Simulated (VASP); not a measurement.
# MgO (pbe): single point with PBE

**Experimental background.**

From “Electronic structure of alkaline earth and post-transition metal oxides”, 2009, arxiv:0908.1581, for a bulk crystal of MgO: band gap 7.83 eV.

MgO (pbe):

```
Mg O
1.0
     0.00000    2.12724    2.12724
     2.12724    0.00000    2.12724
     2.12724    2.12724    0.00000
Mg O
1 1
Direct
  0.00000 0.00000 0.00000
  0.50000 0.50000 0.50000
```

```yaml
Program: VASP 6.6.1
Task: single point
Functional: PBE
Potentials_or_basis: VASP PAW PBE potentials, release 64 (Mg, O)
Cutoff: 520 eV
k_mesh: 10 × 10 × 10
Occupations: gaussian, width 0.02 eV
Spin: no spin polarisation
```

* Pressure: -0.8 GPa
* Band gap on the k mesh: 4.44 eV, direct

Levels at points of the mesh, in eV from the valence-band top:
```
           k point  band 1  band 2  band 3  band 4  band 5  band 6  band 7  band 8
(0.00, 0.00, 0.00)  -17.11    0.00    0.00    0.00    4.44   15.63   15.63   15.63
(0.50, 0.00, 0.00)  -15.90   -4.49   -0.62   -0.62    7.71   12.27   16.00   16.00
(0.50, 0.50, 0.00)  -15.65   -3.96   -1.31   -1.31    9.08    9.65   12.78   18.52
```

Run time: 7.5 s on 1 thread of Intel(R) Xeon(R) Platinum 8259CL CPU @ 2.50GHz (Skylake/Cascade Lake), on a shared host, peak memory 0.14 GiB.

Against the measured gap of MgO, 7.83 eV (quoted in “Electronic structure of alkaline earth and post-transition metal oxides”, 2009, arxiv:0908.1581), the calculated 4.44 eV is off by -3.39 eV. The value is that of PBE, without temperature or zero-point motion. Semilocal functionals fall short of measured gaps as a rule.
